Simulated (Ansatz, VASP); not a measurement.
## Nb in VASP and in Ansatz

INCAR

```
PREC = Accurate
ENCUT = 600
EDIFF = 1E-6
ISMEAR = -1
SIGMA = 0.05
LREAL = F
LASPH = T
NELM = 100
ALGO = Normal
ISIF = 3
LWAVE = F
LCHARG = F
GGA = PE
IVDW = 13
IBRION = 2
NSW = 60
EDIFFG = -0.01
```

File KPOINTS:

```
Automatic mesh
0
Gamma
  11 11 11
```

File POSCAR:

```
Nb
1.0
    0.0000000000      2.1150000000      2.1150000000
    2.1150000000      0.0000000000      2.1150000000
    2.1150000000      2.1150000000      0.0000000000
Nb
1
Direct
    0.0000000000      0.0000000000      0.0000000000
```

Contents of input.yaml:

```yaml
crystal:
  lattice:
    - [0.0, 2.115, 2.115]
    - [2.115, 0.0, 2.115]
    - [2.115, 2.115, 0.0]
  atoms:
    - { symbol: Nb, position: [0.0, 0.0, 0.0] }
hamiltonian:
  xc: pbe
  pseudopotentials: { kind: paw }
  dispersion: d4
kpoints:
  mp_grid: { grid: [11, 11, 11] }
scf:
  occupations: { method: fermi_dirac, width: 0.05 }
output:
  forces: true
  stress: true
  eigenvalues: true
relax:
  f_tol: 0.01
  max_steps: 40
  cell: { stress_tol: 0.05 }
```

Alike in both runs: task relaxation of cell and atoms; functional PBE; dispersion D4; k mesh 11 × 11 × 11; occupations fermi-dirac, width 0.05 eV; no spin polarisation.

|  | VASP | Ansatz |
| --- | --- | --- |
| version | VASP 6.6.1 | Ansatz 0.2.0 |
| potentials or method | VASP PAW PBE potentials, release 64 (Nb_sv) | Ansatz PAW |
| plane-wave cutoff (eV) | 600 | 420 |
| valence electrons in the cell | 13 | 13 |

VASP gave:

- gap on the k mesh at the Fermi level, each at its own relaxed structure (eV): none
- relaxed volume (Å³/atom): 18.37
- relaxed cell length with the largest relative difference (Å): 2.962

Question: What did Ansatz give for the same quantities?

Answer: gap on the k mesh at the Fermi level, each at its own relaxed structure (eV): none; relaxed volume (Å³/atom): 18.40; relaxed cell length with the largest relative difference (Å): 2.964.

A gap of «none» marks a metal or a gap that the smearing closes.

Noted on Ansatz's run: the plane-wave basis is chosen anew once the cell has moved, so the energies of steps on either side of that aren't comparable.
